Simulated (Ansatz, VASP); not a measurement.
**WSe2: VASP beside Ansatz**

INCAR

```
SYSTEM = WSe2
  PREC = Accurate
  ENCUT = 520
  EDIFF = 1E-6
  ISMEAR = 0
  SIGMA = 0.05
  LREAL = .False.
  LASPH = .True.
  NELM = 100
  ALGO = Normal
  ISIF = 2
  LWAVE = .False.
  LCHARG = .True.
  LDIPOL = .True.
  IDIPOL = 3
  DIPOL = 0.5 0.5 0.393
  GGA = PE
  IVDW = 12
  LELF = .True.
  LVHAR = .True.
  LVACPOTAV = .True.
  NBANDS = 35
```

Contents of KPOINTS:

```
regular mesh
0
Gamma
  9 9 1
  0 0 0
```

Contents of POSCAR:

```
WSe2
1.0
    3.2854926884      0.0000000000      0.0000000000
   -1.6427463442      2.8453201321      0.0000000000
    0.0000000000      0.0000000000     24.2386466672
Se W
4 2
Direct
    0.3333333333      0.6666666667      0.1856539295
    0.3333333333      0.6666666667      0.3246601777
    0.3333333333      0.8333333333      0.4612189569
    0.3333333333      0.8333333333      0.6002252051
    0.6666666667      0.3333333333      0.2551570536
    0.6666666667      0.5000000000      0.5307220810
```

Input for Ansatz:

```yaml
crystal:
  lattice:
    - [3.2854926884, 0.0, 0.0]
    - [-1.6427463442, 2.8453201321, 0.0]
    - [0.0, 0.0, 24.2386466672]
  atoms:
    - { symbol: Se, position: [0.3333333333, 0.6666666667, 0.1856539295] }
    - { symbol: W, position: [0.6666666667, 0.3333333333, 0.2551570536] }
    - { symbol: Se, position: [0.3333333333, 0.6666666667, 0.3246601777] }
    - { symbol: Se, position: [0.3333333333, 0.8333333333, 0.4612189569] }
    - { symbol: W, position: [0.6666666667, 0.5, 0.530722081] }
    - { symbol: Se, position: [0.3333333333, 0.8333333333, 0.6002252051] }
basis:
  ecutwfc: 420
kpoints:
  mp_grid: { grid: [9, 9, 1] }
hamiltonian:
  xc: pbe
  pseudopotentials: { kind: paw, azcp: { folder: soft_1 } }
  dispersion: d3bj
scf:
  occupations: { method: gaussian, width: 0.05 }
output:
  forces: true
  eigenvalues: true
efield:
  axis: 3
  dipole_correction: true
  ramp_width: 0.04
```

Alike in both runs: task single point; functional PBE; dispersion D3(BJ); k mesh 9 × 9 × 1; occupations gaussian, width 0.05 eV; no spin polarisation.

|  | VASP | Ansatz |
| --- | --- | --- |
| version | VASP 6.6.1 | Ansatz 0.2.0 |
| potentials or method | VASP PAW PBE potentials, release 64 (Se, W_sv), cutoff 520 eV | scalar-relativistic, plane waves, PAW |
| valence electrons in the cell | 52 | 92 |

Ansatz gave:

| Property | Result |
| --- | --- |
| gap on the k mesh at the Fermi level (eV) | 1.46 |
| least direct gap on the mesh (eV) | 1.64 |
| rms of the force components (eV/Å) | 0.067 |

Question: What did VASP give for the same quantities?

Answer: gap on the k mesh at the Fermi level (eV): 1.46; least direct gap on the mesh (eV): 1.63; rms of the force components (eV/Å): 0.055.

VASP's potentials hold 52 valence electrons a cell and Ansatz's 92, so a difference there can come from the potentials and not from the codes.

Spin-orbit coupling is off throughout.
